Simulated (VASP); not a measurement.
Runs of VASP 6.6.1 on Ag. The structure is that of space group P6_3/mmc (No. 194), or close to it. The cells are those of the table. This isn't the form of Ag at room conditions, which is fcc.

| task | level | potentials or basis | cell | k mesh | cutoff (eV) | smearing | gap on the mesh (eV) | pressure (GPa) |
| --- | --- | --- | --- | --- | --- | --- | --- | --- |
| single point | PBE | VASP PAW PBE potentials, release 64 (Ag) | a = 2.930, b = 2.930, c = 4.646 Å, angles 90.0, 90.0, 120.0°, 2 atoms | 18 × 18 × 10 | 520 | fermi-dirac 0.05 eV | none | 3.5 |
| electric field gradients | r2SCAN | VASP PAW PBE potentials, release 64 (Ag) | a = 2.930, b = 2.930, c = 4.790 Å, angles 90.0, 90.0, 120.0°, 2 atoms | 18 × 18 × 10 | 520 | fermi-dirac 0.05 eV | none | -2.5 |
| relaxation of the atoms | PBE | VASP PAW PBE potentials, release 64 (Ag) | atoms relaxed from a = 2.930, b = 2.930, c = 4.838 Å, angles 90.0, 90.0, 120.0°, 2 atoms | 18 × 18 × 10 | 450 | fermi-dirac 0.05 eV | none | -0.5 |
| relaxation of the atoms | PBE | VASP PAW PBE potentials, release 64 (Ag) | atoms relaxed from a = 2.930, b = 2.930, c = 4.646 Å, angles 90.0, 90.0, 120.0°, 2 atoms | 18 × 18 × 10 | 520 | fermi-dirac 0.05 eV | none | 3.5 |
| single point | PBE | VASP PAW PBE potentials, release 64 (Ag) | a = 2.987, b = 2.987, c = 4.884 Å, angles 90.0, 90.0, 120.0°, 2 atoms | 18 × 18 × 10 | 520 | fermi-dirac 0.05 eV | none | -4.2 |
| single point | PBE | VASP PAW PBE potentials, release 64 (Ag) | a = 2.969, b = 2.969, c = 4.853 Å, angles 90.0, 90.0, 120.0°, 2 atoms | 18 × 18 × 10 | 520 | fermi-dirac 0.05 eV | none | -2.9 |
| electric field gradients | PBE | VASP PAW PBE potentials, release 64 (Ag) | a = 2.930, b = 2.930, c = 4.790 Å, angles 90.0, 90.0, 120.0°, 2 atoms | 17 × 17 × 9 | 520 | fermi-dirac 0.02 eV | none | 0.2 |
| single point | PBE | VASP PAW PBE potentials, release 64 (Ag) | a = 2.930, b = 2.930, c = 4.934 Å, angles 90.0, 90.0, 120.0°, 2 atoms | 18 × 18 × 10 | 520 | fermi-dirac 0.05 eV | none | (a) |
| single point | PBE | VASP PAW PBE potentials, release 64 (Ag) | a = 2.949, b = 2.949, c = 4.822 Å, angles 90.0, 90.0, 120.0°, 2 atoms | 18 × 18 × 10 | 520 | fermi-dirac 0.05 eV | none | -1.4 |
| electric field gradients | LDA | VASP PAW LDA potentials, release 64 (Ag) | a = 2.930, b = 2.930, c = 4.790 Å, angles 90.0, 90.0, 120.0°, 2 atoms | 18 × 18 × 10 | 520 | fermi-dirac 0.05 eV | none | (b) |
| single point | PBE | VASP PAW PBE potentials, release 64 (Ag) | a = 2.930, b = 2.930, c = 4.886 Å, angles 90.0, 90.0, 120.0°, 2 atoms | 18 × 18 × 10 | 520 | fermi-dirac 0.05 eV | none | -1.4 |

Alike in all rows: no spin polarisation.

Problem. Estimate the missing entries.

Solution. (a) -2.1; (b) -10.5.

Caveats: the relaxation stopped at its first step, so nothing moved (at least some runs); the cell stands under tension (at least some runs); the cell stands under pressure (at least some runs); the PAW data sets were made with another functional, which shifts forces and pressure a little (at least some runs).

A k mesh can miss the band edges, and the runs leave out spin-orbit coupling on Ag.

A gap of «none» marks levels without a gap at the run's occupations.
